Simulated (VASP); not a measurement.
# Na: single point with PBE

The system is Na.

```
Na
1.0
    -2.04178    1.87298    2.74662
     1.94119   -1.97430    2.74715
     2.03717    1.96969   -2.81917
Na
1
Cartesian
  0.0000 0.0000 0.0000
```

This cell differs from its parent crystal: the cell strained at random.

```
Program             : VASP 6.6.1
Task                : single point
Functional          : PBE
Potentials or basis : VASP PAW PBE potentials, release 64 (Na_pv)
Cutoff              : 520 eV
k mesh              : 12 × 12 × 14
Occupations         : gaussian, width 0.1 eV
Spin                : no spin polarisation
```

* Pressure: -0.8 GPa
* Band gap on the k mesh: zero (an odd number of electrons rules out a gap without spin polarisation)

Stress tensor (GPa, compression positive):
```
-0.86 -0.01  0.19
-0.01 -0.66  0.18
 0.19  0.18 -0.79
```

Levels at points of the mesh, in eV from the Fermi level:
```tsv
k point	band 1	band 2	band 3	band 4	band 5	band 6	band 7
(0.00, 0.00, 0.00)	-25.00	-25.00	-25.00	-3.02	9.79	10.35	10.70
(0.50, 0.00, 0.00)	-25.03	-25.01	-25.00	0.73	1.10	9.00	9.37
(0.00, 0.50, 0.00)	-25.02	-25.00	-25.00	0.59	0.89	9.17	9.71
(0.50, 0.50, 0.00)	-25.02	-25.01	-25.01	1.62	2.12	5.87	6.08
(0.00, 0.00, 0.50)	-25.02	-25.01	-25.01	1.65	2.15	5.94	6.56
(0.50, 0.00, 0.50)	-25.02	-25.00	-25.00	0.39	0.60	9.58	10.01
(0.00, 0.50, 0.50)	-25.02	-25.00	-25.00	0.52	0.79	9.19	9.85
(0.50, 0.50, 0.50)	-25.02	-25.01	-25.01	1.69	2.20	5.86	6.18
```

It took 7 min on 1 thread of Oxide Virtual Turin-like Processor (shared host), peak memory 0.4 GiB.

Caveat: the cell differs from its parent crystal (the cell strained at random).
